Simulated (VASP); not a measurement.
Crystal: Pd.

```xyz
1
Lattice="0.0000 1.9465 1.9465 1.9465 0.0000 1.9465 1.9465 1.9465 0.0000" Properties=species:S:1:pos:R:3 pbc="T T T"
Pd    0.0000    0.0000    0.0000
```

```yaml
Program: VASP 6.6.1
Task: relaxation of volume and atoms at fixed shape
Functional: LDA
Potentials_or_basis: VASP PAW LDA potentials, release 64 (Pd)
Cutoff: 600 eV
k_mesh: 18 × 18 × 18
Occupations: fermi-dirac, width 0.1 eV
Spin: no spin polarisation
```

At the start: pressure -7.9 GPa; volume 14.75 Å³/atom.

Task: How do energy, volume and symmetry change on relaxing?

Result: Over 3 steps the energy falls by 14.6 meV/atom and the volume is 14.20 Å³/atom (-3.8 %); space group Fm-3m (No. 225, to 0.05 Å).

The path:
| step | energy change (eV) | largest force (eV/Å) | pressure (GPa) | volume (Å³) |
| --- | --- | --- | --- | --- |
| 1 | 0.0000 | 0.0000 | -7.93 | 14.75 |
| 2 | 0.0361 | 0.0000 | 18.60 | 13.25 |
| 3 | -0.0146 | 0.0000 | -0.18 | 14.20 |

Final structure:
```cif
data_structure
_symmetry_space_group_name_H-M 'P 1'
_symmetry_Int_Tables_number 1
_cell_length_a 2.7179
_cell_length_b 2.7179
_cell_length_c 2.7179
_cell_angle_alpha 60.000
_cell_angle_beta 60.000
_cell_angle_gamma 60.000
_cell_volume 14.20
loop_
_atom_site_label
_atom_site_type_symbol
_atom_site_fract_x
_atom_site_fract_y
_atom_site_fract_z
_atom_site_occupancy
Pd1 Pd 0.00000 0.00000 0.00000 1
```
